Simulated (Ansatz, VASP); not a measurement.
One calculation of Si3Sn, two programs

```xyz
4
Lattice="3.6153 0.0000 0.0000 0.0000 3.6153 0.0000 0.0000 0.0000 7.1845" Properties=species:S:1:pos:R:3 pbc="T T T"
Si    0.0000    0.0000    4.8774
Si    0.0000    0.0000    2.3071
Si    0.0000    0.0000    0.0000
Sn    1.8076    1.8076    3.5922
```

Alike in both runs: functional PBE; k mesh 4 × 4 × 4; occupations gaussian, width 0.1 eV; no spin polarisation.

Ansatz relaxed the structure, and its values are those at the end. VASP's run is a single point on that final structure, the one shown.

|  | VASP | Ansatz |
| --- | --- | --- |
| version | VASP 6.6.1 | Ansatz 0.2.0 |
| potentials or method | VASP PAW PBE potentials, release 64 (Si, Sn_d), cutoff 520 eV | scalar-relativistic, plane waves, PAW |
| valence electrons in the cell | 26 | 26 |

```tsv
	VASP	Ansatz	Ansatz less VASP
gap on the k mesh at the Fermi level (eV)	none	none	-
pressure (GPa)	0.0	0.0	+0.04
rms of the force components (eV/Å)	0.005	0.005	+0.0010
```

A gap of «none» marks a metal or a gap that the smearing closes. The functional is the same, so the differences come from potentials, cutoffs and numerics.

The k mesh is coarse, so the values compare programs but aren't converged.
